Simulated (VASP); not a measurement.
Set up this calculation in VASP 6.6.1, as the native input.

```yaml
Task: single point
Functional: PBE
Dispersion: D3(BJ)
Potentials_or_basis: VASP PAW PBE potentials, release 64 (Sb)
Cutoff: 520 eV
k_mesh: 12 × 12 × 12
Occupations: fermi-dirac, width 0.1 eV
Spin: no spin polarisation
Dipole_correction: no
Further_INCAR_settings: ALGO = Normal; EDIFF = 1e-06; NBANDS = 12
```

The structure of Sb lies in POSCAR:

```
Sb
1.0
    2.1049024749      1.2152660105      3.4372047141
   -2.1049024749      1.2152660105      3.4372047141
    0.0000000000     -2.4305320210      3.4372047141
Sb
2
Direct
    0.2498193933      0.2498193933      0.2498193933
    0.7501806067      0.7501806067      0.7501806067
```

One way to write it, as run:

INCAR

```
SYSTEM = Sb
PREC     = Accurate       ! precision mode
ENCUT    = 520            ! plane-wave cutoff, eV
EDIFF    = 1E-6           ! SCF threshold, eV
ISMEAR   = -1             ! smearing method
SIGMA    = 0.1            ! smearing width, eV
LREAL    = .FALSE.        ! projectors in reciprocal space
LASPH    = .TRUE.         ! aspherical terms in the spheres
NELM     = 80             ! most SCF steps
ALGO     = Normal         ! electronic algorithm
ISIF     = 2              ! what is computed and relaxed
LWAVE    = .FALSE.        ! write WAVECAR
LCHARG   = .FALSE.        ! write CHGCAR
GGA      = PE             ! functional
IVDW     = 12             ! dispersion correction
NBANDS   = 12             ! bands
```

KPOINTS

```
Automatic mesh
0
G
  12 12 12
  0 0 0
```

Potentials or basis: VASP PAW PBE potentials, release 64 (Sb).

Launch:

```console
$ cat potpaw_PBE.64/Sb/POTCAR > POTCAR
$ mpirun -np 1 vasp_std > vasp.out
```

Results of the run:

```yaml
Pressure: 6.5 GPa
Band_gap_on_the_k_mesh: zero (band 5 reaches 9.07 eV, above the bottom of band 6 at 8.05 eV)
Dispersion_energy_per_atom: -0.543 eV
```

Caveat: spin-orbit coupling is left out, which moves the levels of the heavy elements; pairwise dispersion overbinds metals, which lowers pressure and volume.

Run time: 30 s on 1 thread of Intel(R) Xeon(R) 6975P-C (Granite Rapids) (shared host), peak memory 0.25 GiB.
